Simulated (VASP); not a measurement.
Runs of VASP 6.6.1 on Au. The structure is that of space group I4/mmm (No. 139), or close to it. The cells are those of the table. 

```tsv
cell	gap on the mesh (eV)	pressure (GPa)
a = 2.826 Å, angles 112.3, 112.3, 104.0°, 1 atom	none	3.4
a = 2.944 Å, angles 107.5, 107.5, 113.4°, 1 atom	none	-11.5
a = 2.801 Å, angles 111.6, 111.6, 105.3°, 1 atom	none	7.8
a = 2.921 Å, angles 106.9, 106.9, 114.8°, 1 atom	none	(a)
```

Alike in all rows: task single point; level r2SCAN; potentials or basis VASP PAW PBE potentials, release 64 (Au); no spin polarisation; k mesh 20 × 20 × 20; cutoff (eV) 520; smearing gaussian 0.15 eV.

Q: Estimate the missing entries.

A: (a) -9.3.

Caveats: the PAW data sets were made with another functional, which shifts forces and pressure a little; spin-orbit coupling is left out, which moves the levels of the heavy elements.

A k mesh can miss the band edges, and the runs leave out spin-orbit coupling on Au.

A gap of «none» marks levels without a gap at the run's occupations.
